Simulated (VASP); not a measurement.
# SiC2 (Fmmm) in VASP: further runs

SiC2 is run at these levels: PBE; tasks: relaxation of cell and atoms.

All numbers are computed with VASP 6.6.1; they aren't measurements. Logs are shortened: lines on timing, memory, paths and dates and some standing lists are left out, and cuts for length are marked.

## Step 1: The cell of the first run

It takes space group Fmmm (No. 69, orthorhombic). Conventional cell: a = 4.930 Å, b = 7.759 Å, c = 8.538 Å, α = 90.00°, β = 90.00°, γ = 90.00°. Si (site symmetry 2mm) has 2 C at 1.64 Å and 1 Si at 1.64 Å within 2.2 Å. C (site symmetry m) has 2 C at 1.64 Å and 1 Si at 1.64 Å within 2.2 Å.

## Step 2: Relaxation of cell and atoms, PBE

INCAR

```
SYSTEM = SiC2
  PREC = Accurate
  ENCUT = 910
  EDIFF = 1E-7
  ISMEAR = 0
  SIGMA = 0.1
  LREAL = .FALSE.
  LASPH = .TRUE.
  NELM = 120
  ALGO = Normal
  ISIF = 3
  LWAVE = .FALSE.
  LCHARG = .FALSE.
  GGA = PE
  IBRION = 2
  NSW = 90
  EDIFFG = -0.04
  GGA_COMPAT = .FALSE.
  NELMIN = 4
```

KPOINTS

```
Automatic mesh
0
G
  4 4 4
  0 0 0
```

POSCAR

```
SiC2
1.0
    0.0000000000      3.8797232100      4.2690862100
    2.4648063000      0.0000000000      4.2690862100
    2.4648063000      3.8797232100      0.0000000000
Si C
2 4
Direct
    0.3333299900      0.6666700100      0.6666700100
    0.6666700100      0.3333299900      0.3333299900
    0.6666633200      0.0000033400      0.3333366800
    0.9999966600      0.3333366800      0.0000033400
    0.0000033400      0.6666633200      0.9999966600
    0.3333366800      0.9999966600      0.6666633200
```

Potentials or basis: VASP PAW PBE potentials, release 64 (Si, C_h).

Started as:

```sh
$ cat potpaw_PBE.64/Si/POTCAR potpaw_PBE.64/C_h/POTCAR > POTCAR
$ mpirun -np 1 vasp_std > vasp.out
```

OUTCAR:

```text
SYSTEM = SiC2
   PREC = Accurate
   ENCUT = 910
   EDIFF = 1E-7
   ISMEAR = 0
   LREAL = .FALSE.
   LASPH = .TRUE.
   NELM = 120
   ISIF = 3
   GGA = PE
   IBRION = 2
   NSW = 90
   EDIFFG = -0.04
   NELMIN = 4

 ion  position               nearest neighbor table
   1  0.333  0.667  0.667-   5 1.64   6 1.64   2 1.64
   2  0.667  0.333  0.333-   3 1.64   4 1.64   1 1.64
   3  0.667  0.000  0.333-   2 1.64
   4  1.000  0.333  0.000-   2 1.64
   5  0.000  0.667  1.000-   1 1.64
   6  0.333  1.000  0.667-   1 1.64

  LATTYP: Found a face centered orthorhombic cell.
 ALAT       =     4.9296126000
 B/A-ratio  =     1.5740479120
 C/A-ratio  =     1.7320169175

  Lattice vectors:

 A1 = (   0.0000000000,   3.8797232100,   4.2690862100)
 A2 = (   2.4648063000,   0.0000000000,   4.2690862100)
 A3 = (   2.4648063000,   3.8797232100,   0.0000000000)

Analysis of symmetry for initial positions (statically):
=====================================================================
 Subroutine PRICEL returns:
 Original cell was already a primitive cell.

 Routine SETGRP: Setting up the symmetry group for a
 face centered orthorhombic supercell.

 Subroutine GETGRP returns: Found  8 space group operations
 (whereof  8 operations were pure point group operations)
 out of a pool of  8 trial point group operations.

The static configuration has the point symmetry D_2h.

Analysis of symmetry for dynamics (positions and initial velocities):
=====================================================================
 Subroutine PRICEL returns:
 Original cell was already a primitive cell.

 Routine SETGRP: Setting up the symmetry group for a
 face centered orthorhombic supercell.

 Subroutine GETGRP returns: Found  8 space group operations
 (whereof  8 operations were pure point group operations)
 out of a pool of  8 trial point group operations.

The dynamic configuration has the point symmetry D_2h.

 Subroutine INISYM returns: Found  8 space group operations
 (whereof  8 operations are pure point group operations),
 and found     1 'primitive' translations

----------------------------------------------------------------------------------------

                                     Primitive cell

  volume of cell :      81.6485

  direct lattice vectors                    reciprocal lattice vectors
     0.000000000  3.879723210  4.269086210    -0.202855697  0.128875173  0.117121083
     2.464806300  0.000000000  4.269086210     0.202855697 -0.128875173  0.117121083
     2.464806300  3.879723210  0.000000000     0.202855697  0.128875173 -0.117121083

  length of vectors
     5.768652291  4.929540259  4.596468458     0.267351065  0.267351065  0.267351065

  position of ions in fractional coordinates (direct lattice)
     0.333329990  0.666670010  0.666670010
     0.666670010  0.333329990  0.333329990
     0.666663320  0.000003340  0.333336680
     0.999996660  0.333336680  0.000003340
     0.000003340  0.666663320  0.999996660
     0.333336680  0.999996660  0.666663320

  ion indices of the primitive-cell ions
   primitive index   ion index
                 1           1
                 2           2
                 3           3
                 4           4
                 5           5
                 6           6

----------------------------------------------------------------------------------------

 KPOINTS: Automatic mesh

Automatic generation of k-mesh.
 Grid dimensions read from file:
 generate k-points for:    4    4    4

 Generating k-lattice:

  Cartesian coordinates                     Fractional coordinates (reciprocal lattice)
    -0.050713924  0.032218793  0.029280271     0.250000000  0.000000000  0.000000000
     0.050713924 -0.032218793  0.029280271     0.000000000  0.250000000 -0.000000000
     0.050713924  0.032218793 -0.029280271     0.000000000 -0.000000000  0.250000000

  Length of vectors
     0.066837766  0.066837766  0.066837766

  Shift w.r.t. Gamma in fractional coordinates (k-lattice)
     0.000000000  0.000000000  0.000000000

 Subroutine IBZKPT returns following result:
 ===========================================

 Found     18 irreducible k-points:

 Following reciprocal coordinates:
            Coordinates               Weight
  0.000000  0.000000  0.000000      1.000000
  0.250000  0.000000  0.000000      8.000000
  0.500000  0.000000  0.000000      4.000000
  0.250000  0.250000  0.000000      2.000000
  0.500000  0.250000 -0.000000      8.000000
 -0.250000  0.250000  0.000000      4.000000
[... 10 lines left out ...]
 -0.250000  0.250000  0.500000      2.000000
  0.000000  0.500000  0.500000      1.000000
   k-points           NKPTS =     18   k-points in BZ     NKDIM =     18   number of bands    NBANDS=     16
   number of dos      NEDOS =    301   number of ions     NIONS =      6
   total plane-waves  NPLWV = 144000
   dimension x,y,z NGX =    60 NGY =   50 NGZ =   48
   dimension x,y,z NGXF=   120 NGYF=  100 NGZF=   96
   ions per type =               2   4
   NGX,Y,Z   is equivalent  to a cutoff of  17.29, 16.86, 17.36 a.u.
   NGXF,Y,Z  is equivalent  to a cutoff of  34.58, 33.72, 34.72 a.u.
 SYSTEM =  SiC2
   PREC   = accura    normal or accurate (medium, high low for compatibility)
   ISTART =      0    job   : 0-new  1-cont  2-samecut
   ICHARG =      2    charge: 1-file 2-atom 10-const
   ISPIN  =      1    spin polarized calculation?
   LNONCOLLINEAR =      F non collinear calculations
   LSORBIT =      F    spin-orbit coupling
   LASPH  =      T    aspherical Exc in radial PAW
   ENCUT  =  910.0 eV  66.88 Ry    8.18 a.u.  14.19 12.13 11.31*2*pi/ulx,y,z
   NELM   =    120;   NELMIN=  4; NELMDL= -5     # of ELM steps
   EDIFF  = 0.1E-06   stopping-criterion for ELM
   LREAL  =      F    real-space projection
   EDIFFG = -.4E-01   stopping-criterion for IOM
   NSW    =     90    number of steps for IOM
   IBRION =      2    ionic relax: 0-MD 1-quasi-New 2-CG
   NFREE  =      1    steps in history (QN), initial steepest desc. (CG)
   ISIF   =      3    stress and relaxation
   ISYM   =      2    0-nonsym 1-usesym 2-fastsym
   POTIM  = 0.5000    time-step for ionic-motion
   TEBEG  =    0.0;   TEEND  =   0.0 temperature during run
   PSTRESS=    0.0 pullay stress
   NELECT =      24.0000    total number of electrons
   NUPDOWN=      -1.0000    fix difference up-down
   EMIN   =  10.00;   EMAX   =-10.00  energy-range for DOS
   EFERMI =   0.00;   METHOD = LEGACY
   ISMEAR =     0;   SIGMA  =   0.10  broadening in eV -4-tet -1-fermi 0-gaus
   EFERMI_NEDOS =   21; number of points for ismear=-14 and -15
   IALGO  =     38    algorithm
   IMIX   =      4    mixing-type and parameters
     AMIX     =   0.40;   BMIX     =  1.00
     AMIX_MAG =   1.60;   BMIX_MAG =  1.00
  volume/ion in A,a.u.               =      13.61        91.83
  Fermi-wavevector in a.u.,A,eV,Ry     =   1.088502  2.056970 16.120670  1.184836
  Thomas-Fermi vector in A             =   2.224685
   LORBIT       =      0    0 simple, 1 ext, 2 COOP (PROOUT), +10 PAW based schemes
   GGA     = PE    functional components
   LHFCALC =     F    Hartree Fock is set to
   AEXX    =    0.0000 exact exchange contribution
   IVDW    =     0    specifies the selected vdW correction
   LEPSILON=     F    determine dielectric tensor
   LRPA    =     F    only Hartree local field effects (RPA)
 conjugate gradient relaxation of ions
 non-spin polarized calculation
 Gauss-broadening in eV      SIGMA  =   0.10
  energy-cutoff  :      910.00
  volume of cell :       81.65
 maximum number of plane-waves:      5110
 NGX is ok and might be reduce to    60
   NGX = 29   NGY = 25   NGZ = 23

--------------------------------------- Ionic step        1  -------------------------------------------

 number of electron      24.0000000 magnetization

 Free energy of the ion-electron system (eV)
  ---------------------------------------------------
  ext. energy  EPLUGINS =         0.00000000
  ---------------------------------------------------
  free energy    TOTEN  =       -35.29952508 eV

  energy without entropy =      -35.29818982  energy(sigma->0) =      -35.29885745

------------------------ aborting loop because EDIFF is reached ----------------------------------------

  FORCE on cell =-STRESS in cart. coord.  units (eV):
  Direction    XX          YY          ZZ          XY          YZ          ZX
  --------------------------------------------------------------------------------------
  -------------------------------------------------------------------------------------
  Total       37.8714412      0.2831311     17.7293586      0.0000000      0.0000000      0.0000000
  in kB      743.1456781      5.5558389    347.9005750      0.0000000      0.0000000      0.0000000
  external PRESSURE =     365.5340307 kB  Pullay stress =       0.0000000 kB
[... 101 lines left out ...]
  FREE ENERGIE OF THE ION-ELECTRON SYSTEM (eV)
  ---------------------------------------------------
  free  energy   TOTEN  =       -39.2953699122 eV

  energy  without entropy=      -39.2898433791  energy(sigma->0) =      -39.29260665

 E-fermi :   3.6815     XC(G=0):  -8.9529

 val. band max:        3.6251857355   @ k =  -0.2500   0.2500   0.5000
 cond. band min:       3.6838771026   @ k =  -0.2500   0.5000   0.2500
 fundamental gap:      0.0586913671
 Fermi energy:         3.6815015896

 k-point     1 :       0.0000    0.0000    0.0000
  band No.  band energies     occupation
      1     -12.7416      2.00000
      2      -9.4676      2.00000
      3      -8.4100      2.00000
      4      -5.1151      2.00000
      5      -4.0294      2.00000
      6      -3.6790      2.00000
[... 319 lines left out ...]
      3      -8.7300      2.00000
      4      -6.2401      2.00000
      5      -3.8662      2.00000
      6      -1.6328      2.00000
[... 8 lines left out ...]
     15       7.1808      0.00000
     16       9.3368      0.00000

 E-fermi :   5.4195     XC(G=0):  -9.8695

 val. band max:        5.3557125630   @ k =   0.5000  -0.2500   0.2500
 cond. band min:       5.4432463910   @ k =   0.5000   0.0000   0.5000
 fundamental gap:      0.0875338280
 Fermi energy:         5.4195118104

 k-point     1 :       0.0000    0.0000    0.0000
  band No.  band energies     occupation
      1     -11.5170      2.00000
      2      -7.2623      2.00000
      3      -7.1284      2.00000
      4      -3.9083      2.00000
      5      -2.5349      2.00000
      6      -2.4804      2.00000
[... 319 lines left out ...]
      3      -7.6592      2.00000
      4      -4.8424      2.00000
      5      -2.0281      2.00000
      6      -0.7415      2.00000
[... 8 lines left out ...]
     15       9.3488      0.00000
     16      12.7199      0.00000

[... ionic steps 4 to 32 ...]

--------------------------------------- Ionic step       33  -------------------------------------------

 number of electron      24.0000000 magnetization

------------------------ aborting loop because EDIFF is reached ----------------------------------------
[... 75 lines left out ...]
--------------------------------------- Ionic step       35  -------------------------------------------

 number of electron      24.0000000 magnetization

 Free energy of the ion-electron system (eV)
  ---------------------------------------------------
  ext. energy  EPLUGINS =         0.00000000
  ---------------------------------------------------
  free energy    TOTEN  =       -43.95500397 eV

  energy without entropy =      -43.95199797  energy(sigma->0) =      -43.95350097

 E-fermi :   6.2033     XC(G=0): -10.2355

 val. band max:        6.0605225665   @ k =   0.0000   0.5000   0.5000
 cond. band min:       6.2278366181   @ k =  -0.2500   0.2500   0.5000
 fundamental gap:      0.1673140516
 Fermi energy:         6.2032614072

 k-point     1 :       0.0000    0.0000    0.0000
  band No.  band energies     occupation
      1     -10.9881      2.00000
      2      -6.7336      2.00000
      3      -6.3876      2.00000
      4      -3.4702      2.00000
      5      -1.8809      2.00000
      6      -1.7334      2.00000
[... 364 lines left out ...]
  FREE ENERGIE OF THE ION-ELECTRON SYSTEM (eV)
  ---------------------------------------------------
  free  energy   TOTEN  =       -43.9550039739 eV

  energy  without entropy=      -43.9519979663  energy(sigma->0) =      -43.95350097

 reached required accuracy - stopping structural energy minimisation
```

Wall time 32 min (1 thread of Intel Xeon Platinum 8259CL at 2.50GHz (Skylake/Cascade Lake), shared host); peak memory 0.42 GiB.

What came out:

- Free energy: -43.9550 eV
- Relaxed volume: 11.94 Å³/atom
- Relaxed cell: a = 5.493 Å, b = 5.088 Å, c = 4.089 Å, α = 72.62°, β = 62.11°, γ = 45.27°
- Space group after relaxing (to 0.1 Å): Fmmm (No. 69)
- Pressure after relaxing: 0.0 GPa
- Largest force after relaxing: 0.004 eV/Å
- Band gap on the k mesh: zero (bands 12 and 13 overlap by 0.35 eV)

Forces on the atoms (eV/Å):
```
Si  -0.001  0.000  0.000
Si   0.001  0.000  0.000
C    0.002  0.000  0.003
C    0.002  0.000 -0.003
C   -0.002  0.000  0.003
C   -0.002  0.000 -0.003
```

Final structure:
```
Si C
1.0
     0.00000    3.24126    4.43513
     2.49273    0.00000    4.43513
     2.49273    3.24126    0.00000
Si C
2 4
Direct
  0.28380 0.71620 0.71620
  0.71620 0.28380 0.28380
  0.66084 0.95450 0.33916
  0.04550 0.33916 0.95450
  0.95450 0.66084 0.04550
  0.33916 0.04550 0.66084
```

Caveat: the k points lie up to 0.44 Å⁻¹ apart in the final cell; the cutoff is under 1.25 times the usual one of these potentials, so pressure, stress and relaxed cells hold a basis-set (Pulay) error; semilocal functionals underestimate gaps, so a narrow gap can read as zero.

[end of part 1 of 2]
